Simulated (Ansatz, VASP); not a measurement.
## Two plane-wave programs on Ti

```
CELL_PARAMETERS angstrom
-1.67382 1.64100 1.64100
1.67382 -1.64100 1.64100
1.67382 1.64100 -1.64100
ATOMIC_POSITIONS crystal
Ti 0.00000 0.00000 0.00000
```

Change from the starting cell: strain +0.0200 x Voigt [1, 0, 0, 0, 0, 0], atoms carried along.

Alike in both runs: task single point; functional PBE; k mesh 20 × 20 × 20; occupations gaussian, width 0.15 eV; no spin polarisation.

|  | VASP | Ansatz |
| --- | --- | --- |
| version | VASP 6.6.1 | Ansatz 0.2.0 |
| potentials or method | VASP PAW PBE potentials, release 64 (Ti_sv), cutoff 520 eV | scalar-relativistic, plane waves, PAW |
| valence electrons in the cell | 12 | 12 |

```csv
,VASP,Ansatz,Ansatz less VASP
gap on the k mesh at the Fermi level (eV),none,none,-
pressure (GPa),-4.5,-4.3,+0.20
"traceless stress, the component that is largest in VASP (GPa)",0.33,0.33,+0.001
```

A gap of «none» marks a metal or a gap that the smearing closes.
